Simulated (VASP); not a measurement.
ZrSc2As3:

```xyz
6
Lattice="6.0485 0.0000 0.0000 -3.0243 5.2382 0.0000 0.0000 0.0000 3.8686" Properties=species:S:1:pos:R:3 pbc="T T T"
Zr    0.0000    0.0000    0.0000
Sc    0.0000    3.4921    0.0000
Sc    3.0243    1.7461    0.0000
As   -1.5121    2.6191    1.9343
As    1.5121    2.6191    1.9343
As    3.0243    0.0000    1.9343
```

* Program: VASP 6.6.1
* Task: relaxation of cell and atoms
* Functional: PBE
* Potentials or basis: VASP PAW PBE potentials, release 64 (Zr_sv, Sc_sv, As)
* Cutoff: 600 eV
* k mesh: 3 × 3 × 4
* Occupations: gaussian, width 0.1 eV
* Spin: no spin polarisation

At the start: pressure 4.7 GPa; volume 20.43 Å³/atom.

**Question.** Where does the relaxation end?

**Answer.** Over 3 steps the energy falls by 16.5 meV/atom and the volume is 21.49 Å³/atom (+5.2 %); space group P6/mmm (No. 191, to 0.05 Å).

Step by step:
| step | energy change (eV) | largest force (eV/Å) | pressure (GPa) | volume (Å³) |
| --- | --- | --- | --- | --- |
| 1 | 0.0000 | 0.0000 | 4.73 | 122.57 |
| 2 | -0.0532 | 0.0000 | -2.83 | 133.58 |
| 3 | -0.0992 | 0.0000 | -0.05 | 128.94 |

Final structure:
```
Zr Sc As
1.0
     6.12798    0.00000    0.00000
    -3.06399    5.30699    0.00000
     0.00000    0.00000    3.96475
Zr Sc As
1 2 3
Direct
  0.00000 0.00000 0.00000
  0.33333 0.66667 0.00000
  0.66667 0.33333 0.00000
  0.00000 0.50000 0.50000
  0.50000 0.50000 0.50000
  0.50000 0.00000 0.50000
```

Caveat: the k points lie up to 0.40 Å⁻¹ apart in the final cell.
